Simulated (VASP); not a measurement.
## P: single point with PBEsol

Slab: P, a slab with vacuum.

```xyz
4
Lattice="3.2844 0.0000 0.0000 0.0000 34.8747 0.0000 0.0000 0.0000 4.3038" Properties=species:S:1:pos:R:3 pbc="T T T"
P     0.0000   33.8176    2.5075
P     0.0000    1.0571    1.7963
P     1.6422    1.0571    0.3556
P     1.6422   33.8176    3.9482
```

This cell differs from its parent crystal: strain -0.0300 x Voigt [0, 0, 1, 0, 0, 0].

```json
{"Program": "VASP 6.6.1", "Task": "single point", "Functional": "PBEsol", "Potentials or basis": "VASP PAW PBE potentials, release 64 (P)", "Cutoff": "520 eV", "k mesh": "8 × 1 × 6", "Occupations": "gaussian, width 0.05 eV", "Spin": "no spin polarisation", "Dipole correction": "no", "Further INCAR settings": "ALGO = Normal; EDIFF = 1e-06; NBANDS = 18"}
```

* Largest force: 0.446 eV/Å
* Band gap on the k mesh: 0.50 eV, direct

Forces in eV/Å, atoms in the order of the input:
```
P    0.000 -0.045 -0.444
P    0.000  0.045  0.444
P    0.000  0.045 -0.444
P    0.000 -0.045  0.444
```

Levels at points of the mesh, in eV from the valence-band top:
| k point | band 6 | band 7 | band 8 | band 9 | band 10 | band 11 | band 12 | band 13 | band 14 | band 15 |
| --- | --- | --- | --- | --- | --- | --- | --- | --- | --- | --- |
| (0.00, 0.00, 0.00) | -4.37 | -3.87 | -2.11 | -2.07 | 0.00 | 0.50 | 1.21 | 2.51 | 3.59 | 4.28 |
| (0.50, 0.00, 0.00) | -4.94 | -2.85 | -2.85 | -2.21 | -2.21 | 1.28 | 1.28 | 1.82 | 1.82 | 3.36 |
| (0.00, 0.00, 0.50) | -3.33 | -2.91 | -2.91 | -1.00 | -1.00 | 1.91 | 1.91 | 3.34 | 3.34 | 3.58 |
| (0.50, 0.00, 0.50) | -5.31 | -5.16 | -5.16 | -1.49 | -1.49 | 2.19 | 2.19 | 4.68 | 4.68 | 5.83 |

Wall time 2.3 min on 1 thread of Intel(R) Xeon(R) 6975P-C (Granite Rapids), on a shared host, peak memory 0.5 GiB.

Caveat: the cell differs from its parent crystal (strain -0.0300 x Voigt [0, 0, 1, 0, 0, 0]); the PAW data sets were made with another functional, which shifts forces and pressure a little.
